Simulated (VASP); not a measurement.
In:

```
CELL_PARAMETERS angstrom
3.04506 0.00000 0.00000
0.00000 3.04506 0.00000
0.00000 0.00000 3.04506
ATOMIC_POSITIONS crystal
In 0.00000 0.00000 0.00000
```

| Property | Result |
| --- | --- |
| Program | VASP 6.6.1 |
| Task | relaxation of cell and atoms |
| Functional | PBE |
| Potentials or basis | VASP PAW PBE potentials, release 64 (In_d) |
| Cutoff | 600 eV |
| k mesh | 10 × 10 × 10 |
| Occupations | fermi-dirac, width 0.1 eV |
| Spin | no spin polarisation |

At the start: pressure 1.7 GPa; volume 28.24 Å³/atom.

Q: How do energy, volume and symmetry change on relaxing?

A: Over 3 steps the energy falls by 6.4 meV/atom and the volume is 29.55 Å³/atom (+4.7 %); space group Pm-3m (No. 221, to 0.05 Å).

The path:
```
step  energy change (eV)  largest force (eV/Å)  pressure (GPa)  volume (Å³)
   1              0.0000                0.0000            1.65        28.24
   2             -0.0064                0.0000            0.12        29.44
   3             -0.0064                0.0000           -0.01        29.55
```

Final structure:
```xyz
1
Lattice="3.0917 0.0000 0.0000 0.0000 3.0917 0.0000 0.0000 0.0000 3.0917" Properties=species:S:1:pos:R:3 pbc="T T T"
In    0.0000    0.0000    0.0000
```
